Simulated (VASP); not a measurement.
# AlGa3P4 (I-42m) in VASP: further runs, part 2 of 2

VASP 6.6.1.

## (5) Single point, PBE

This run uses another cell than the first one, of 20.88 Å³/atom, 1.005 times its volume.

Contents of INCAR:

```
SYSTEM = AlGa3P4
PREC = Accurate ; ENCUT = 520
EDIFF = 1E-7 ; ISMEAR = 0
SIGMA = 0.02 ; LREAL = .False.
LASPH = .True. ; NELM = 80
ALGO = Normal ; ISIF = 2
LWAVE = .False. ; LCHARG = .False.
GGA = PE ; NBANDS = 41
```

Contents of KPOINTS:

```
Automatic mesh
0
Gamma
  8 8 8
  0 0 0
```

Contents of POSCAR:

```
AlGa3P4
1.0
   -2.7536303037      2.7536303037      5.5070788966
    2.7536303037     -2.7536303037      5.5070788966
    2.7536303037      2.7536303037     -5.5070788966
Al Ga P
1 3 4
Direct
    0.5000000000      0.5000000000      0.0000000000
    0.0000000000      0.0000000000      0.0000000000
    0.2500000000      0.7500000000      0.5000000000
    0.7500000000      0.2500000000      0.5000000000
    0.1256493536      0.1256493536      0.5007810242
    0.3751316706      0.8743506464      0.0000000000
    0.6248683294      0.6248683294      0.4992189758
    0.8743506464      0.3751316706      0.0000000000
```

Potentials or basis: VASP PAW PBE potentials, release 64 (Al, Ga_d, P).

Launch:

```
$ cat potpaw_PBE.64/Al/POTCAR potpaw_PBE.64/Ga_d/POTCAR potpaw_PBE.64/P/POTCAR > POTCAR
$ mpirun -np 1 vasp_std > vasp.out
```

OUTCAR:

```text
SYSTEM = AlGa3P4
   PREC = Accurate
   ENCUT = 520
   EDIFF = 1E-7
   ISMEAR = 0
   LREAL = .False.
   LASPH = .True.
   NELM = 80
   ISIF = 2
   GGA = PE

 ion  position               nearest neighbor table
   1  0.500  0.500  0.000-   7 2.38   5 2.38   6 2.38   8 2.38
   2  0.000  0.000  0.000-   6 2.39   8 2.39   7 2.39   5 2.39
   3  0.250  0.750  0.500-   5 2.39   6 2.39   8 2.39   7 2.39
   4  0.750  0.250  0.500-   5 2.39   8 2.39   6 2.39   7 2.39
   5  0.126  0.126  0.501-   1 2.38   2 2.39   4 2.39   3 2.39
   6  0.375  0.874  0.000-   1 2.38   2 2.39   4 2.39   3 2.39
   7  0.625  0.625  0.499-   1 2.38   2 2.39   3 2.39   4 2.39
   8  0.874  0.375  0.000-   1 2.38   2 2.39   3 2.39   4 2.39

  LATTYP: Found a body centered tetragonal cell.
 ALAT       =     5.5072606074
 C/A-ratio  =     1.9999340105

  Lattice vectors:

 A1 = (  -2.7536303037,   2.7536303037,   5.5070788966)
 A2 = (   2.7536303037,  -2.7536303037,   5.5070788966)
 A3 = (   2.7536303037,   2.7536303037,  -5.5070788966)

Analysis of symmetry for initial positions (statically):
=====================================================================
 Subroutine PRICEL returns:
[... 186 lines left out ...]
 cond. band min:       5.9619667920   @ k =   0.5000   0.5000  -0.0000
 fundamental gap:      1.6282481390
 Fermi energy:         4.4136420884

 k-point     1 :       0.0000    0.0000    0.0000
  band No.  band energies     occupation
      1     -10.1334      2.00000
      2     -10.1212      2.00000
      3     -10.1212      2.00000
      4     -10.0471      2.00000
      5     -10.0471      2.00000
      6     -10.0411      2.00000
[... 1045 lines left out ...]
     40       9.9540      0.00000
     41      10.0828      0.00000

 [... further k-points ...]
[... 5 lines left out ...]
  --------------------------------------------------------------------------------------
  -------------------------------------------------------------------------------------
  Total       -0.0367706     -0.0367706     -0.0331048      0.0000000     -0.0000000      0.0000000
  in kB       -0.3527112     -0.3527112     -0.3175477      0.0000000     -0.0000000      0.0000000
  external PRESSURE =      -0.3409900 kB  Pullay stress =       0.0000000 kB

 VOLUME and BASIS-vectors are now :
 -----------------------------------------------------------------------------
  energy-cutoff  :      520.00
  volume of cell :      167.03
      direct lattice vectors                 reciprocal lattice vectors
    -2.753630304  2.753630304  5.507078897     0.000000000  0.181578478  0.090792235
     2.753630304 -2.753630304  5.507078897     0.181578478  0.000000000  0.090792235
     2.753630304  2.753630304 -5.507078897     0.181578478  0.181578478  0.000000000

 POSITION                                       TOTAL-FORCE (eV/Angst)
 -----------------------------------------------------------------------------------
      0.00000      0.00000      5.50708        -0.000000     -0.000000      0.000000
      0.00000      0.00000      0.00000        -0.000000     -0.000000      0.000000
      2.75363     -0.00000      2.75354        -0.000000     -0.000000      0.000000
     -0.00000      2.75363      2.75354        -0.000000     -0.000000     -0.000000
      1.37897      1.37897     -1.37392         0.002901      0.002901      0.003018
      1.37466     -1.37466      6.88100        -0.002901      0.002901     -0.003018
      1.37466      1.37466      4.13316        -0.002901     -0.002901      0.003018
     -1.37466      1.37466      6.88100         0.002901     -0.002901     -0.003018
 -----------------------------------------------------------------------------------
    total drift:                               -0.000008     -0.000008      0.000000

  FREE ENERGIE OF THE ION-ELECTRON SYSTEM (eV)
  ---------------------------------------------------
  free  energy   TOTEN  =       -37.7429476051 eV

  energy  without entropy=      -37.7429476051  energy(sigma->0) =      -37.74294761
```

stdout:

```text
POSCAR found type information on POSCAR AlGaP
 POSCAR found :  3 types and       8 ions
 scaLAPACK will be used
 LDA part: xc-table for (Slater+PW92), standard interpolation
 POSCAR, INCAR and KPOINTS ok, starting setup
 FFT: planning ... GRIDC
 FFT: planning ... GRID_SOFT
 FFT: planning ... GRID
 WAVECAR not read
 entering main loop
```

Wall time 14 min (1 thread of Oxide Virtual Turin-like, shared host); peak memory 0.52 GiB.

What came out:

```yaml
Free_energy: -37.7429 eV
Pressure: 0.0 GPa
Largest_force: 0.005 eV/Å
Band_gap_on_the_k_mesh: 1.63 eV, indirect (least direct gap 1.71 eV)
```

Forces in eV/Å, atoms in the order of the input:
```
Al   0.000  0.000  0.000
Ga   0.000  0.000  0.000
Ga   0.000  0.000  0.000
Ga   0.000  0.000  0.000
P    0.003  0.003  0.003
P   -0.003  0.003 -0.003
P   -0.003 -0.003  0.003
P    0.003 -0.003 -0.003
```

Levels at points of the mesh, in eV from the valence-band top:
| k point | band 27 | band 28 | band 29 | band 30 | band 31 | band 32 | band 33 | band 34 | band 35 | band 36 |
| --- | --- | --- | --- | --- | --- | --- | --- | --- | --- | --- |
| (0.00, 0.00, 0.00) | -2.44 | -2.44 | -0.01 | 0.00 | 0.00 | 1.71 | 1.78 | 2.14 | 4.06 | 4.06 |
| (0.50, 0.00, 0.00) | -2.16 | -2.11 | -2.09 | -1.17 | -1.08 | 3.25 | 3.30 | 3.67 | 3.84 | 4.11 |
| (0.50, 0.50, 0.00) | -1.06 | -1.01 | -1.01 | -0.95 | -0.94 | 1.63 | 2.00 | 3.23 | 3.45 | 4.64 |
| (0.50, 0.50, 0.50) | -2.43 | -1.57 | -1.57 | -1.45 | -1.45 | 1.70 | 1.70 | 1.75 | 2.00 | 2.27 |

A k mesh can miss the band edges.

## (6) Overview

| task | cell | k mesh | cutoff (eV) | smearing | gap on the mesh (eV) | pressure (GPa) | largest force (eV/Å) |
| --- | --- | --- | --- | --- | --- | --- | --- |
| single point | a = 6.733 Å, angles 131.8, 131.8, 70.5°, 8 atoms | 4 × 4 × 4 | 520 | gaussian 0.1 eV | 1.64 | 0.3 | 0.01 |
| single point | a = 6.745 Å, angles 131.8, 131.8, 70.5°, 8 atoms | 8 × 8 × 8 | 520 | gaussian 0.02 eV | 1.63 | 0.0 | 0.01 |
| relaxation of cell and atoms | relaxed from a = 6.528 Å, angles 131.8, 131.8, 70.5°, 8 atoms | 4 × 4 × 4 | 600 | gaussian 0.1 eV | 1.64 | 0.1 | 0.02 |

Alike in all rows: level PBE; potentials or basis VASP PAW PBE potentials, release 64 (Al, Ga_d, P); no spin polarisation.

Total energies depend on the potentials used, so only differences within one code and one set of settings carry meaning.
